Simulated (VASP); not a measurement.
Input of a VASP 6.6.1 run:

INCAR

```
SYSTEM = Zr
  PREC = Accurate
  ENCUT = 520
  EDIFF = 1E-6
  ISMEAR = 0
  SIGMA = 0.1
  LREAL = .False.
  LASPH = .True.
  NELM = 100
  ALGO = Normal
  ISIF = 2
  LWAVE = .False.
  LCHARG = .False.
  GGA = PS
  NBANDS = 19
```

File KPOINTS:

```
Automatic mesh
0
Gamma
  12 12 12
  0 0 0
```

File POSCAR:

```
Zr
1.0
    0.0000000000      3.0696243823      3.0696243823
    3.0696243823      0.0000000000      3.0696243823
    3.0696243823      3.0696243823      0.0000000000
Zr
2
Direct
    0.5000000000      0.5000000000      0.5000000000
    0.7500000000      0.7500000000      0.7500000000
```

Potentials or basis: VASP PAW PBE potentials, release 64 (Zr_sv).

Launch:

```console
$ cat potpaw_PBE.64/Zr_sv/POTCAR > POTCAR
$ mpirun -np 1 vasp_std > vasp.out
```

Problem. What does it give for the band gap on the k mesh?

Solution. Zero (bands 12 and 13 overlap by 0.26 eV).

Problem. What does it give for the pressure?

Solution. 0.1 GPa.

Caveat: the PAW data sets were made with another functional, which shifts forces and pressure a little.
